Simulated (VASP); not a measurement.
# Ta7Mo9 in VASP: notebook

Runs on Ta7Mo9. Level: PBE. Tasks: single point.

Everything below comes from runs of VASP 6.6.1. Logs are shortened: lines on timing, memory, paths and dates and some standing lists are left out, and cuts for length are marked.

## 1. The cell of the first run

The cell holds an amorphous packing of atoms, 16 atoms: a = 6.439 Å, b = 6.551 Å, c = 6.304 Å, α = 85.87°, β = 93.33°, γ = 88.73°.

## 2. Single point, PBE

The input, INCAR:

```
PREC = Accurate
ENCUT = 520
EDIFF = 1E-6
ISMEAR = -1
SIGMA = 0.05
LREAL = Auto
LASPH = True
NELM = 80
ALGO = Normal
ISIF = 2
LWAVE = False
LCHARG = False
GGA = PE
ISYM = 0
NBANDS = 116
```

The input, KPOINTS:

```
Automatic mesh
0
Gamma
  1 1 1
  0.25 0.25 0.25
```

The input, POSCAR:

```
Ta7Mo9
1.0
    6.4357620000      0.0753480000     -0.1865720000
    0.0753480000      6.5467160000      0.2328530000
   -0.1865720000      0.2328530000      6.2967750000
Mo Ta
9 7
Direct
    0.5210560327      0.7356528466      0.7341808297
    0.7622874565      0.4839617857      0.9964045947
    0.5167111150      0.7358416645      0.2299538870
    0.5021718195      0.2265719178      0.2277890269
    0.0267938177      0.7465546896      0.2249642836
    0.2578675645      0.9646650073      0.9840000201
    0.0127219487      0.2317603101      0.2497004381
    0.2695994373      0.4722594867     -0.0060961892
    0.2690529883      0.9857599757      0.4848371724
    0.0291323559      0.2183522902      0.7303685293
    1.0275357868      0.7119749743      0.7549667724
    0.5048409054      0.2363125071      0.7351134670
    0.2618815765      0.5000905508      0.4722805221
    0.7544435465      0.4672329096      0.4708379221
    0.7644799319      0.9820474170      0.4843288608
    0.7642108729     -0.0207567992      1.0056134504
```

Potentials or basis: VASP PAW PBE potentials, release 64 (Mo_sv, Ta_pv).

Run with:

```bash
$ cat potpaw_PBE.64/Mo_sv/POTCAR potpaw_PBE.64/Ta_pv/POTCAR > POTCAR
$ mpirun -np 1 vasp_std > vasp.out
```

OUTCAR:

```text
PREC = Accurate
   ENCUT = 520
   EDIFF = 1E-6
   ISMEAR = -1
   LREAL = Auto
   LASPH = True
   NELM = 80
   ISIF = 2
   GGA = PE
   ISYM = 0

 ion  position               nearest neighbor table
   1  0.521  0.736  0.734-   9 2.65   2 2.66  15 2.75  13 2.84  16 2.85   6 2.85   8 2.88  14 2.95
                             3 3.13   3 3.18  11 3.19  11 3.26  12 3.27  12 3.28
   2  0.762  0.484  0.996-   1 2.66   7 2.66  11 2.75   4 2.80   3 2.81   5 2.85  12 2.88  14 2.99
                            10 3.07   8 3.17  16 3.25   8 3.27  16 3.30  14 3.32
   3  0.517  0.736  0.230-   6 2.59  14 2.64  16 2.67  13 2.73   2 2.81  15 2.81   8 2.82   9 2.89
                             1 3.13   5 3.15   1 3.18   4 3.21   5 3.29   4 3.34
   4  0.502  0.227  0.228-   8 2.51  15 2.69   9 2.72  14 2.76   2 2.80  16 2.81   6 2.83  13 2.92
                            12 3.10   7 3.16  12 3.20   3 3.21   7 3.28   3 3.34
   5  0.027  0.747  0.225-  16 2.53  13 2.57   6 2.57   9 2.78   2 2.85   8 2.88  15 2.91  14 2.98
                            11 2.99   3 3.15   7 3.19   3 3.29  11 3.33   7 3.37
   6  0.258  0.965  0.984-   5 2.57   3 2.59  10 2.59  11 2.69   4 2.83   1 2.85  12 2.86   7 2.99
                             9 3.14   9 3.17  16 3.19   8 3.22  16 3.26   8 3.33
   7  0.013  0.232  0.250-   9 2.60   2 2.66  15 2.73  14 2.75  13 2.80  16 2.80   8 2.81   6 2.99
                            10 3.02   4 3.16   5 3.19   4 3.28  10 3.29   5 3.37
   8  0.270  0.472  0.994-   4 2.51  11 2.54   7 2.81  12 2.81   3 2.82  10 2.85   1 2.88   5 2.88
                            13 3.04   2 3.17   6 3.22   2 3.27  13 3.28   6 3.33
   9  0.269  0.986  0.485-   7 2.60   1 2.65   4 2.72  10 2.76  12 2.77   5 2.78   3 2.89  11 2.92
                             6 3.14   6 3.17  13 3.19  15 3.19  15 3.25  13 3.36
  10  0.029  0.218  0.730-   6 2.59  14 2.76   9 2.76  15 2.80   8 2.85  13 2.88  16 2.91   7 3.02
                            12 3.07   2 3.07  11 3.25   7 3.29  11 3.31  12 3.38
  11  0.028  0.712  0.755-   8 2.54   6 2.69   2 2.75  13 2.82  15 2.83   9 2.92   5 2.99  16 3.00
                            14 3.01   1 3.19  10 3.25   1 3.26  10 3.31   5 3.33
  12  0.505  0.236  0.735-  13 2.71  16 2.77   9 2.77  14 2.78   8 2.81   6 2.86   2 2.88  15 2.94
                            10 3.07   4 3.10   4 3.20   1 3.27   1 3.28  10 3.38
  13  0.262  0.500  0.472-   5 2.57  12 2.71   3 2.73   7 2.80  11 2.82   1 2.84  10 2.88   4 2.92
                             8 3.04  14 3.17   9 3.19   8 3.28  14 3.28   9 3.36
  14  0.754  0.467  0.471-   3 2.64   7 2.75  10 2.76   4 2.76  12 2.78   1 2.95   5 2.98   2 2.99
                            11 3.01  15 3.17  13 3.17  13 3.28   2 3.32  15 3.38
  15  0.764  0.982  0.484-   4 2.69   7 2.73   1 2.75  10 2.80   3 2.81  11 2.83   5 2.91  12 2.94
                            16 3.02  14 3.17   9 3.19   9 3.25  16 3.28  14 3.38
  16  0.764  0.979  0.006-   5 2.53   3 2.67  12 2.77   7 2.80   4 2.81   1 2.85  10 2.91  11 3.00
                            15 3.02   6 3.19   2 3.25   6 3.26  15 3.28   2 3.30

IMPORTANT INFORMATION: All symmetrisations will be switched off!
NOSYMM: (Re-)initialisation of all symmetry stuff for point group C_1.

----------------------------------------------------------------------------------------

                                     Primitive cell

  volume of cell :     264.6836

  direct lattice vectors                    reciprocal lattice vectors
     6.435762000  0.075348000 -0.186572000     0.155540365 -0.001956651  0.004680982
     0.075348000  6.546716000  0.232853000    -0.001956651  0.152974127 -0.005714916
    -0.186572000  0.232853000  6.296775000     0.004680982 -0.005714916  0.159161488

  length of vectors
     6.438906658  6.551289051  6.303840499     0.155623087  0.153093345  0.159332831

  position of ions in fractional coordinates (direct lattice)
     0.521056033  0.735652847  0.734180830
     0.762287456  0.483961786  0.996404595
     0.516711115  0.735841665  0.229953887
     0.502171819  0.226571918  0.227789027
     0.026793818  0.746554690  0.224964284
     0.257867565  0.964665007  0.984000020
[... 8 lines left out ...]
     0.764479932  0.982047417  0.484328861
     0.764210873  0.979243201  0.005613450

  ion indices of the primitive-cell ions
   primitive index   ion index
                 1           1
                 2           2
                 3           3
                 4           4
                 5           5
                 6           6
[... 8 lines left out ...]
                15          15
                16          16

----------------------------------------------------------------------------------------

 KPOINTS: Automatic mesh

Automatic generation of k-mesh.
 Grid dimensions read from file:
 generate k-points for:    1    1    1

 Generating k-lattice:

  Cartesian coordinates                     Fractional coordinates (reciprocal lattice)
     0.155540365 -0.001956651  0.004680982     1.000000000 -0.000000000 -0.000000000
    -0.001956651  0.152974127 -0.005714916    -0.000000000  1.000000000  0.000000000
     0.004680982 -0.005714916  0.159161488     0.000000000  0.000000000  1.000000000

  Length of vectors
     0.155623087  0.153093345  0.159332831

  Shift w.r.t. Gamma in fractional coordinates (k-lattice)
     0.250000000  0.250000000  0.250000000

 Subroutine IBZKPT returns following result:
 ===========================================

 Found      1 irreducible k-points:

 Following reciprocal coordinates:
            Coordinates               Weight
  0.250000  0.250000  0.250000      2.000000
   k-points           NKPTS =      1   k-points in BZ     NKDIM =      1   number of bands    NBANDS=    116
   number of dos      NEDOS =    301   number of ions     NIONS =     16
   total plane-waves  NPLWV = 115200
   dimension x,y,z NGX =    48 NGY =   50 NGZ =   48
   dimension x,y,z NGXF=    96 NGYF=  100 NGZF=   96
   ions per type =               9   7
   NGX,Y,Z   is equivalent  to a cutoff of  12.39, 12.69, 12.66 a.u.
   NGXF,Y,Z  is equivalent  to a cutoff of  24.79, 25.38, 25.32 a.u.
 SYSTEM =  unknown system
   PREC   = accura    normal or accurate (medium, high low for compatibility)
   ISTART =      0    job   : 0-new  1-cont  2-samecut
   ICHARG =      2    charge: 1-file 2-atom 10-const
   ISPIN  =      1    spin polarized calculation?
   LNONCOLLINEAR =      F non collinear calculations
   LSORBIT =      F    spin-orbit coupling
   LASPH  =      T    aspherical Exc in radial PAW
   ENCUT  =  520.0 eV  38.22 Ry    6.18 a.u.  11.97 12.18 11.72*2*pi/ulx,y,z
   NELM   =     80;   NELMIN=  2; NELMDL= -5     # of ELM steps
   EDIFF  = 0.1E-05   stopping-criterion for ELM
   LREAL  =      T    real-space projection
   EDIFFG = 0.1E-04   stopping-criterion for IOM
   NSW    =      0    number of steps for IOM
   IBRION =     -1    ionic relax: 0-MD 1-quasi-New 2-CG
   NFREE  =      0    steps in history (QN), initial steepest desc. (CG)
   ISIF   =      2    stress and relaxation
   ISYM   =      0    0-nonsym 1-usesym 2-fastsym
   POTIM  = 0.5000    time-step for ionic-motion
   TEBEG  =    0.0;   TEEND  =   0.0 temperature during run
   PSTRESS=    0.0 pullay stress
   NELECT =     203.0000    total number of electrons
   NUPDOWN=      -1.0000    fix difference up-down
   EMIN   =  10.00;   EMAX   =-10.00  energy-range for DOS
   EFERMI =   0.00;   METHOD = LEGACY
   ISMEAR =    -1;   SIGMA  =   0.05  broadening in eV -4-tet -1-fermi 0-gaus
   EFERMI_NEDOS =   21; number of points for ismear=-14 and -15
   IALGO  =     38    algorithm
   IMIX   =      4    mixing-type and parameters
     AMIX     =   0.40;   BMIX     =  1.00
     AMIX_MAG =   1.60;   BMIX_MAG =  1.00
  volume/ion in A,a.u.               =      16.54       111.64
  Fermi-wavevector in a.u.,A,eV,Ry     =   1.498527  2.831805 30.553007  2.245583
  Thomas-Fermi vector in A             =   2.610274
   LORBIT       =      0    0 simple, 1 ext, 2 COOP (PROOUT), +10 PAW based schemes
   GGA     = PE    functional components
   LHFCALC =     F    Hartree Fock is set to
   AEXX    =    0.0000 exact exchange contribution
   IVDW    =     0    specifies the selected vdW correction
   LEPSILON=     F    determine dielectric tensor
   LRPA    =     F    only Hartree local field effects (RPA)
 non-spin polarized calculation
  energy-cutoff  :      520.00
  volume of cell :      264.68
 maximum number of plane-waves:      7123
 NGX is ok and might be reduce to    48
   NGX = 23   NGY = 25   NGZ = 23

 number of electron     203.0000009 magnetization

 Free energy of the ion-electron system (eV)
  ---------------------------------------------------
  ext. energy  EPLUGINS =         0.00000000
  ---------------------------------------------------
  free energy    TOTEN  =      -180.29070914 eV

  energy without entropy =     -180.16868440  energy(sigma->0) =     -180.22969677

 E-fermi :   9.0778     XC(G=0): -13.0554

 val. band max:        8.8666279782   @ k =   0.2500   0.2500   0.2500
 cond. band min:       9.1045919412   @ k =   0.2500   0.2500   0.2500
 fundamental gap:      0.2379639630
 Fermi energy:         9.0778354860

 k-point     1 :       0.2500    0.2500    0.2500
  band No.  band energies     occupation
      1     -51.4759      2.00000
      2     -51.4189      2.00000
      3     -51.3817      2.00000
      4     -51.3524      2.00000
      5     -51.3302      2.00000
      6     -51.2946      2.00000
[... 105 lines left out ...]
    112      10.9207      0.00000
    113      11.0509      0.00000
 [bands above 113 left out]

------------------------ aborting loop because EDIFF is reached ----------------------------------------

  FORCE on cell =-STRESS in cart. coord.  units (eV):
  Direction    XX          YY          ZZ          XY          YZ          ZX
  --------------------------------------------------------------------------------------
  -------------------------------------------------------------------------------------
  Total        6.1571906     17.5372484     17.6863420     -7.5414249    -13.3587052      0.6315254
  in kB       37.2705858    106.1561285    107.0586193    -45.6496055    -80.8626531      3.8227371
  external PRESSURE =      83.4951112 kB  Pullay stress =       0.0000000 kB

 VOLUME and BASIS-vectors are now :
 -----------------------------------------------------------------------------
  energy-cutoff  :      520.00
  volume of cell :      264.68
      direct lattice vectors                 reciprocal lattice vectors
     6.435762000  0.075348000 -0.186572000     0.155540365 -0.001956651  0.004680982
     0.075348000  6.546716000  0.232853000    -0.001956651  0.152974127 -0.005714916
    -0.186572000  0.232853000  6.296775000     0.004680982 -0.005714916  0.159161488

 POSITION                                       TOTAL-FORCE (eV/Angst)
 -----------------------------------------------------------------------------------
      3.27185      5.02633      4.69706        -0.337570      0.048009      0.234487
      4.75647      3.45781      6.24461         0.533008     -0.417623     -0.687354
      3.33797      4.90982      1.52291        -0.494683     -0.154253      0.189760
      3.20643      1.57418      1.39340         0.293710      0.527683      0.157692
      0.18672      4.94188      1.58539        -0.369045     -0.381641      0.465547
      1.54867      6.56394      6.37254         1.068239      0.774675      0.045145
[... 8 lines left out ...]
      4.90364      6.59956      3.13575        -0.579835     -0.228131      0.014772
      4.99102      6.46972      0.12079        -0.542693     -0.506229     -0.510955
 -----------------------------------------------------------------------------------
    total drift:                               -0.000100      0.003206      0.000421

  FREE ENERGIE OF THE ION-ELECTRON SYSTEM (eV)
  ---------------------------------------------------
  free  energy   TOTEN  =      -180.2907091357 eV

  energy  without entropy=     -180.1686843980  energy(sigma->0) =     -180.22969677
```

Wall time 2 min (1 thread of Intel Xeon Platinum 8488C (Sapphire Rapids), shared host); peak memory 0.33 GiB.

What came out:

| Quantity | Value |
| --- | --- |
| Free energy | -180.2907 eV |
| Pressure | 8.3 GPa |
| Largest force | 1.558 eV/Å |

Forces in eV/Å, atoms in the order of the input:
```
Mo  -0.338  0.048  0.234
Mo   0.533 -0.418 -0.687
Mo  -0.495 -0.154  0.190
Mo   0.294  0.528  0.158
Mo  -0.369 -0.382  0.466
Mo   1.068  0.775  0.045
Mo   0.147  0.197 -1.121
Mo   0.001 -0.583 -0.333
Mo   0.247 -0.617  0.553
Ta  -0.547  0.953  0.801
Ta  -0.601 -0.087 -0.915
Ta   0.969 -0.436  0.023
Ta  -0.059 -0.232  0.059
Ta   0.270  1.143  1.024
Ta  -0.580 -0.228  0.015
Ta  -0.543 -0.506 -0.511
```

Caveat: the k points lie up to 1.00 Å⁻¹ apart; spin-orbit coupling is left out, which moves the levels of the heavy elements.

## 3. Single point, PBE

The input, INCAR:

```
SYSTEM = Ta7Mo9
  PREC = Accurate
  ENCUT = 520
  EDIFF = 1E-7
  ISMEAR = -1
  SIGMA = 0.05
  LREAL = Auto
  LASPH = .TRUE.
  NELM = 60
  ALGO = Normal
  ISIF = 2
  LWAVE = .FALSE.
  LCHARG = .FALSE.
  GGA = PE
  ISYM = 0
  NBANDS = 116
```

KPOINTS is that of step 2.

The input, POSCAR:

```
Ta7Mo9
1.0
    6.4357620000      0.0753480000     -0.1865720000
    0.0753480000      6.5467160000      0.2328530000
   -0.1865720000      0.2328530000      6.2967750000
Mo Ta
9 7
Direct
    0.5214434301      0.7243955591      0.7463476247
    0.7763771990      0.4804015767      0.9844573291
    0.5114921836      0.7454866642      0.2299588779
    0.5241238875      0.2285320409      0.2184895396
    0.0188955248      0.7363977495      0.2414842440
    0.2585629424      0.9662719632      0.9788565226
    0.0221089110      0.2280979322      0.2348338024
    0.2737472016      0.4686693400     -0.0061041563
    0.2696410025      0.9708840305      0.4918127457
    0.0484991101      0.2369360238      0.7227900492
    1.0217745566      0.7158865098      0.7422307770
    0.5278455263      0.2170958278      0.7299161524
    0.2605146752      0.4820797849      0.4680777096
    0.7620063546      0.4758391959      0.4739568216
    0.7525242010      0.9698133277      0.4870513878
    0.7689152812     -0.0325890036      1.0022577445
```

Potentials or basis: VASP PAW PBE potentials, release 64 (Mo_sv, Ta_pv).

Run with:

```bash
$ cat potpaw_PBE.64/Mo_sv/POTCAR potpaw_PBE.64/Ta_pv/POTCAR > POTCAR
$ mpirun -np 1 vasp_std > vasp.out
```

Run time: 2.5 min. Hardware: 1 thread of Intel Xeon Platinum 8488C (Sapphire Rapids), shared host; peak memory 0.33 GiB.

The run converged. Its results:

```yaml
Free_energy: -180.1229 eV
Pressure: 7.8 GPa
Largest_force: 2.247 eV/Å
```

Forces in eV/Å, atoms in the order of the input:
```
Mo  -0.452 -0.340 -0.368
Mo  -0.431 -0.228 -0.263
Mo  -0.312 -1.639  0.655
Mo  -0.391  0.142  0.962
Mo   0.217 -0.013 -1.060
Mo   0.588  1.155  0.646
Mo  -0.042 -0.166 -0.019
Mo   0.400  0.018 -0.434
Mo  -0.060  0.190 -0.781
Ta  -1.387 -1.564  0.825
Ta   0.538 -0.790  0.626
Ta  -0.606  0.661  0.042
Ta   1.160  0.858 -0.256
Ta  -0.337  0.286  0.376
Ta   0.839  1.510 -0.741
Ta   0.275 -0.078 -0.211
```

Stress tensor (GPa, compression positive):
```
 2.82 -4.59 -0.01
-4.59 10.42 -7.76
-0.01 -7.76 10.15
```

Levels at points of the mesh, in eV from the Fermi level:
| k point | band 100 | band 101 | band 102 | band 103 | band 104 | band 105 |
| --- | --- | --- | --- | --- | --- | --- |
| (0.25, 0.25, 0.25) | -0.24 | -0.13 | 0.00 | 0.13 | 0.31 | 0.85 |

Caveat: the k points lie up to 1.00 Å⁻¹ apart; spin-orbit coupling is left out, which moves the levels of the heavy elements.
